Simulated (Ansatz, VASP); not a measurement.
# Two plane-wave programs on Te

INCAR

```
SYSTEM = Te
PREC = Accurate
ENCUT = 520
EDIFF = 1E-8
ISMEAR = -1
SIGMA = 0.08
LREAL = .FALSE.
LASPH = .TRUE.
NELM = 100
ALGO = Normal
ISIF = 2
LWAVE = .FALSE.
LCHARG = .FALSE.
GGA = PE
LEFG = .TRUE.
NBANDS = 16
```

The input KPOINTS:

```
regular mesh
0
G
  9 9 6
  0 0 0
```

Contents of POSCAR:

```
Te
1.0
    4.4579994587      0.0000000000      0.0000000000
   -2.2289997294      3.8607407813      0.0000000000
    0.0000000000      0.0000000000      5.7472500000
Te
3
Direct
    0.7450000000      0.0000000000      0.3333333333
    0.0000000000      0.7450000000      0.6666666667
    0.2550000000      0.2550000000      0.0000000000
```

Input for Ansatz:

```yaml
crystal:
  lattice:
    - [4.4579994587, 0.0, 0.0]
    - [-2.2289997294, 3.8607407813, 0.0]
    - [0.0, 0.0, 5.74725]
  atoms:
    - { symbol: Te, position: [0.745, 0.0, 0.3333333333] }
    - { symbol: Te, position: [0.0, 0.745, 0.6666666667] }
    - { symbol: Te, position: [0.255, 0.255, 0.0] }
kpoints:
  mp_grid: { grid: [9, 9, 6] }
scf:
  occupations: { method: fermi_dirac, width: 0.08 }
hamiltonian:
  xc: pbe
  pseudopotentials: { kind: paw }
output:
  forces: true
  stress: true
  eigenvalues: true
  efg: { contact_densities: true }
  write_density: true
  write_potential: true
  elf: true
  volumetric_format: npy
```

Change from the starting cell: zz strain of -3 %, PAW files.

Alike in both runs: task electric field gradients; functional PBE; k mesh 9 × 9 × 6; occupations fermi-dirac, width 0.08 eV; no spin polarisation.

|  | VASP | Ansatz |
| --- | --- | --- |
| version | VASP 6.6.1 | Ansatz 0.2.0 |
| potentials or method | VASP PAW PBE potentials, release 64 (Te) | PAW with Ansatz's default frozen-core files, scalar-relativistic |
| plane-wave cutoff (eV) | 520 | 420 |
| valence electrons in the cell | 18 | 48 |

```tsv
	VASP	Ansatz	Ansatz less VASP
pressure (GPa)	5.7	5.6	-0.07
traceless stress, the component that is largest in VASP (GPa)	1.95	1.90	-0.047
rms of the force components (eV/Å)	0.548	0.532	-0.0157
size of Vzz on the site where it differs most (V/Å²)	559.0	589.3	+30.30
```

Atom by atom the forces differ by 0.016 eV/Å (rms over components). The functional is the same, so the differences come from potentials, cutoffs and numerics. VASP's potentials hold 18 valence electrons a cell and Ansatz's 48, so a difference there can come from the potentials and not from the codes.

Neither program's run includes spin-orbit coupling.
